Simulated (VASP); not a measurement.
# GaN (F-43m) in VASP: a series of runs

Runs on GaN. Level: HSE06. Tasks: single point.

Program: VASP 6.6.1. These are calculated values, not measurements. Logs are shortened: lines on timing, memory, paths and dates and some standing lists are left out, and cuts for length are marked.

### Step 1. The cell of the first run

Symmetry: F-43m, No. 216, cubic system. Conventional cell: a = 4.498 Å, b = 4.498 Å, c = 4.498 Å, α = 90.00°, β = 90.00°, γ = 90.00°. Ga (site symmetry -43m) has 4 N at 1.95 Å within 2.6 Å. Within 2.6 Å of N (site symmetry -43m) lie 4 Ga at 1.95 Å.

### Step 2. Single point, HSE06

File POSCAR:

```
GaN
1.0
    0.0000000000      2.2489525436      2.2489525436
    2.2489525436      0.0000000000      2.2489525436
    2.2489525436      2.2489525436      0.0000000000
Ga N
1 1
Direct
    0.0000000000      0.0000000000      0.0000000000
    0.2500000000      0.2500000000      0.2500000000
```

File INCAR.step1:

```
PREC = Accurate
ENCUT = 520
EDIFF = 1E-5
ISMEAR = 0
SIGMA = 0.01
LREAL = F
LASPH = T
NELM = 60
ALGO = Normal
ISIF = 2
LWAVE = T
LCHARG = F
GGA = PE
NBANDS = 16
```

File INCAR.step2:

```
PREC = Accurate
ENCUT = 520
EDIFF = 1E-6
ISMEAR = 0
SIGMA = 0.01
LREAL = F
LASPH = T
NELM = 60
ALGO = Normal
ISIF = 2
LWAVE = F
LCHARG = F
GGA = PE
LHFCALC = T
HFSCREEN = 0.2079
PRECFOCK = Normal
ISTART = 1
NBANDS = 16
```

File KPOINTS:

```
Automatic mesh
0
Gamma
  6 6 6
```

Potentials or basis: VASP PAW PBE potentials, release 64 (Ga_d, N).

Command:

```sh
$ cat potpaw_PBE.64/Ga_d/POTCAR potpaw_PBE.64/N/POTCAR > POTCAR
$ cp INCAR.step1 INCAR
$ mpirun -np 1 vasp_std > vasp.out
$ cp INCAR.step2 INCAR
$ mpirun -np 1 vasp_std > vasp.out
```

OUTCAR:

```text
PREC = Accurate
   ENCUT = 520
   EDIFF = 1E-6
   ISMEAR = 0
   LREAL = F
   LASPH = T
   NELM = 60
   ISIF = 2
   GGA = PE
   LHFCALC = T
   HFSCREEN = 0.2079
   PRECFOCK = Normal
   ISTART = 1

 ion  position               nearest neighbor table
   1  0.000  0.000  0.000-   2 1.95   2 1.95   2 1.95   2 1.95
   2  0.250  0.250  0.250-   1 1.95   1 1.95   1 1.95   1 1.95

  LATTYP: Found a face centered cubic cell.
 ALAT       =     4.4979050872

  Lattice vectors:

 A1 = (   0.0000000000,   2.2489525436,   2.2489525436)
 A2 = (   2.2489525436,   0.0000000000,   2.2489525436)
 A3 = (   2.2489525436,   2.2489525436,   0.0000000000)

Analysis of symmetry for initial positions (statically):
=====================================================================
 Subroutine PRICEL returns:
 Original cell was already a primitive cell.

 Routine SETGRP: Setting up the symmetry group for a
 face centered cubic supercell.

 Subroutine GETGRP returns: Found 24 space group operations
 (whereof 24 operations were pure point group operations)
 out of a pool of 48 trial point group operations.

The static configuration has the point symmetry T_d .

Analysis of symmetry for dynamics (positions and initial velocities):
=====================================================================
 Subroutine PRICEL returns:
 Original cell was already a primitive cell.

 Routine SETGRP: Setting up the symmetry group for a
 face centered cubic supercell.

 Subroutine GETGRP returns: Found 24 space group operations
 (whereof 24 operations were pure point group operations)
 out of a pool of 48 trial point group operations.

The dynamic configuration has the point symmetry T_d .

 Subroutine INISYM returns: Found 24 space group operations
 (whereof 24 operations are pure point group operations),
 and found     1 'primitive' translations

----------------------------------------------------------------------------------------

                                     Primitive cell

  volume of cell :      22.7494

  direct lattice vectors                    reciprocal lattice vectors
     0.000000000  2.248952544  2.248952544    -0.222325723  0.222325723  0.222325723
     2.248952544  0.000000000  2.248952544     0.222325723 -0.222325723  0.222325723
     2.248952544  2.248952544  0.000000000     0.222325723  0.222325723 -0.222325723

  length of vectors
     3.180499188  3.180499188  3.180499188     0.385079448  0.385079448  0.385079448

  position of ions in fractional coordinates (direct lattice)
     0.000000000  0.000000000  0.000000000
     0.250000000  0.250000000  0.250000000

  ion indices of the primitive-cell ions
   primitive index   ion index
                 1           1
                 2           2

----------------------------------------------------------------------------------------

 KPOINTS: Automatic mesh

Automatic generation of k-mesh.
 Grid dimensions read from file:
 generate k-points for:    6    6    6

 Generating k-lattice:

  Cartesian coordinates                     Fractional coordinates (reciprocal lattice)
    -0.037054287  0.037054287  0.037054287     0.166666667  0.000000000  0.000000000
     0.037054287 -0.037054287  0.037054287     0.000000000  0.166666667  0.000000000
     0.037054287  0.037054287 -0.037054287     0.000000000  0.000000000  0.166666667

  Length of vectors
     0.064179908  0.064179908  0.064179908

  Shift w.r.t. Gamma in fractional coordinates (k-lattice)
     0.000000000  0.000000000  0.000000000

 Subroutine IBZKPT returns following result:
 ===========================================

 Found     16 irreducible k-points:

 Following reciprocal coordinates:
            Coordinates               Weight
  0.000000  0.000000  0.000000      1.000000
  0.166667  0.000000  0.000000      8.000000
  0.333333  0.000000  0.000000      8.000000
  0.500000  0.000000  0.000000      4.000000
  0.166667  0.166667  0.000000      6.000000
  0.333333  0.166667  0.000000     24.000000
[... 8 lines left out ...]
 -0.333333  0.333333  0.166667     24.000000
 -0.333333  0.500000  0.166667     12.000000
   k-points           NKPTS =     16   k-points in BZ     NKDIM =    216   number of bands    NBANDS=     16
   number of dos      NEDOS =    301   number of ions     NIONS =      2
   total plane-waves  NPLWV =  13824
   dimension x,y,z NGX =    24 NGY =   24 NGZ =   24
   dimension x,y,z NGXF=    48 NGYF=   48 NGZF=   48
   ions per type =               1   1
   NGX,Y,Z   is equivalent  to a cutoff of  12.54, 12.54, 12.54 a.u.
   NGXF,Y,Z  is equivalent  to a cutoff of  25.09, 25.09, 25.09 a.u.
 SYSTEM =  unknown system
   PREC   = accura    normal or accurate (medium, high low for compatibility)
   ISTART =      1    job   : 0-new  1-cont  2-samecut
   ICHARG =      0    charge: 1-file 2-atom 10-const
   ISPIN  =      1    spin polarized calculation?
   LNONCOLLINEAR =      F non collinear calculations
   LSORBIT =      F    spin-orbit coupling
   LASPH  =      T    aspherical Exc in radial PAW
   ENCUT  =  520.0 eV  38.22 Ry    6.18 a.u.   5.91  5.91  5.91*2*pi/ulx,y,z
   NELM   =     60;   NELMIN=  2; NELMDL=  0     # of ELM steps
   EDIFF  = 0.1E-05   stopping-criterion for ELM
   LREAL  =      F    real-space projection
   EDIFFG = 0.1E-04   stopping-criterion for IOM
   NSW    =      0    number of steps for IOM
   IBRION =     -1    ionic relax: 0-MD 1-quasi-New 2-CG
   NFREE  =      0    steps in history (QN), initial steepest desc. (CG)
   ISIF   =      2    stress and relaxation
   ISYM   =      3    0-nonsym 1-usesym 2-fastsym
   POTIM  = 0.5000    time-step for ionic-motion
   TEBEG  =    0.0;   TEEND  =   0.0 temperature during run
   PSTRESS=    0.0 pullay stress
   NELECT =      18.0000    total number of electrons
   NUPDOWN=      -1.0000    fix difference up-down
   EMIN   =  10.00;   EMAX   =-10.00  energy-range for DOS
   EFERMI =   0.00;   METHOD = LEGACY
   ISMEAR =     0;   SIGMA  =   0.01  broadening in eV -4-tet -1-fermi 0-gaus
   EFERMI_NEDOS =   21; number of points for ismear=-14 and -15
   IALGO  =     38    algorithm
   IMIX   =      1    mixing-type and parameters
     AMIX     =   0.40;   BMIX     =  1.00
     AMIX_MAG =   1.60;   BMIX_MAG =  1.00
  volume/ion in A,a.u.               =      11.37        76.76
  Fermi-wavevector in a.u.,A,eV,Ry     =   1.514173  2.861371 31.194330  2.292719
  Thomas-Fermi vector in A             =   2.623866
   LORBIT       =      0    0 simple, 1 ext, 2 COOP (PROOUT), +10 PAW based schemes
   GGA     = PE    functional components
   LHFCALC =     T    Hartree Fock is set to
   PRECFOCK=normal    Normal, Fast or Accurate (Low or Medium for compatibility)
   ENCUT4O =  -1.0   cutoff for four orbital integrals eV
   NKREDX  =     1    reduce k-point grid by
   NKREDY  =     1    reduce k-point grid by
   NKREDZ  =     1    reduce k-point grid by
   AEXX    =    0.2500 exact exchange contribution
   HFSCREEN=    0.2079 screening length (either q_TF or 0.3 A-1)
   HFSCREENC=   0.2079 screening length for correlation (either q_TF or 0.3 A-1)
   ENCUTFOCK=  -1.0 apply spherical cutoff to Coloumb kernel
   IVDW    =     0    specifies the selected vdW correction
   LEPSILON=     F    determine dielectric tensor
   LRPA    =     F    only Hartree local field effects (RPA)
 non-spin polarized calculation
 Gauss-broadening in eV      SIGMA  =   0.01
  energy-cutoff  :      520.00
  volume of cell :       22.75
 maximum number of plane-waves:       624
  NGX = 18; NGY = 18; NGZ = 18

 number of electron      18.0000009 magnetization

 Free energy of the ion-electron system (eV)
  ---------------------------------------------------
  ext. energy  EPLUGINS =         0.00000000
  ---------------------------------------------------
  free energy    TOTEN  =       -14.73833444 eV

  energy without entropy =      -14.73833444  energy(sigma->0) =      -14.73833444

 E-fermi :   4.5997     XC(G=0):  -9.5875

 val. band max:        4.5235997461   @ k =   0.0000   0.0000   0.0000
 cond. band min:       7.5453285002   @ k =   0.0000   0.0000   0.0000
 fundamental gap:      3.0217287541
 Fermi energy:         4.5996933623

 k-point     1 :       0.0000    0.0000    0.0000
  band No.  band energies     occupation
      1     -12.9682      2.00000
      2     -11.0497      2.00000
      3     -11.0497      2.00000
      4     -11.0497      2.00000
      5     -10.7278      2.00000
      6     -10.7278      2.00000
[... 8 lines left out ...]
     15      25.0622      0.00000
     16      25.0622      0.00000

 k-point     2 :       0.1667    0.0000    0.0000
  band No.  band energies     occupation
      1     -12.7159      2.00000
      2     -11.0170      2.00000
      3     -11.0170      2.00000
      4     -10.8567      2.00000
      5     -10.7294      2.00000
      6     -10.7294      2.00000
[... 8 lines left out ...]
     15      23.0196      0.00000
     16      23.0196      0.00000

 k-point     3 :       0.3333    0.0000    0.0000
  band No.  band energies     occupation
      1     -12.3994      2.00000
      2     -10.9716      2.00000
      3     -10.9716      2.00000
      4     -10.7106      2.00000
      5     -10.7106      2.00000
      6      -9.9662      2.00000
[... 8 lines left out ...]
     15      23.9470      0.00000
     16      23.9470      0.00000

 k-point     4 :       0.5000    0.0000    0.0000
  band No.  band energies     occupation
      1     -12.3333      2.00000
      2     -10.9616      2.00000
      3     -10.9616      2.00000
      4     -10.6876      2.00000
      5     -10.6876      2.00000
      6      -9.0822      2.00000
[... 8 lines left out ...]
     15      26.2276      0.00000
     16      26.2276      0.00000
[... 172 lines left out ...]
 k-point    14 :       0.5000    0.3333    0.1667
  band No.  band energies     occupation
      1     -12.2752      2.00000
      2     -10.9169      2.00000
      3     -10.8875      2.00000
      4     -10.7902      2.00000
      5     -10.6939      2.00000
      6      -9.1836      2.00000
[... 8 lines left out ...]
     15      26.3105      0.00000
     16      29.0167      0.00000

 k-point    15 :      -0.3333    0.3333    0.1667
  band No.  band energies     occupation
      1     -12.2460      2.00000
      2     -10.9262      2.00000
      3     -10.8629      2.00000
      4     -10.7584      2.00000
      5     -10.7084      2.00000
      6      -8.5058      2.00000
[... 8 lines left out ...]
     15      25.1839      0.00000
     16      29.4363      0.00000

 k-point    16 :      -0.3333    0.5000    0.1667
  band No.  band energies     occupation
      1     -12.2321      2.00000
      2     -10.9016      2.00000
      3     -10.8560      2.00000
      4     -10.7494      2.00000
      5     -10.6919      2.00000
      6      -8.3280      2.00000
[... 8 lines left out ...]
     15      27.0269      0.00000
     16      29.7476      0.00000

------------------------ aborting loop because EDIFF is reached ----------------------------------------

  FORCE on cell =-STRESS in cart. coord.  units (eV):
  Direction    XX          YY          ZZ          XY          YZ          ZX
  --------------------------------------------------------------------------------------
  -------------------------------------------------------------------------------------
  Total       -0.0118586     -0.0118586     -0.0118586      0.0000000      0.0000000      0.0000000
  in kB       -0.8351676     -0.8351676     -0.8351676      0.0000000      0.0000000      0.0000000
  external PRESSURE =      -0.8351676 kB  Pullay stress =       0.0000000 kB

 VOLUME and BASIS-vectors are now :
 -----------------------------------------------------------------------------
  energy-cutoff  :      520.00
  volume of cell :       22.75
      direct lattice vectors                 reciprocal lattice vectors
     0.000000000  2.248952544  2.248952544    -0.222325723  0.222325723  0.222325723
     2.248952544  0.000000000  2.248952544     0.222325723 -0.222325723  0.222325723
     2.248952544  2.248952544  0.000000000     0.222325723  0.222325723 -0.222325723

 POSITION                                       TOTAL-FORCE (eV/Angst)
 -----------------------------------------------------------------------------------
      0.00000      0.00000      0.00000         0.000000      0.000000      0.000000
      1.12448      1.12448      1.12448        -0.000000     -0.000000     -0.000000
 -----------------------------------------------------------------------------------
    total drift:                               -0.000018     -0.000018     -0.000015

  FREE ENERGIE OF THE ION-ELECTRON SYSTEM (eV)
  ---------------------------------------------------
  free  energy   TOTEN  =       -14.7383344373 eV

  energy  without entropy=      -14.7383344373  energy(sigma->0) =      -14.73833444
```

It took 23 min on 1 thread of Intel Xeon Platinum 8259CL at 2.50GHz (Skylake/Cascade Lake), shared host; peak memory 0.25 GiB.

What came out:

```
Free energy            : -14.7383 eV
Pressure               : -0.1 GPa
Band gap on the k mesh : 3.02 eV
```

Caveat: the structure was generated, so it needn't be the stable form of GaN; the PAW data sets were made with another functional, which shifts forces and pressure a little.

(Part 1 of 2 ends here.)
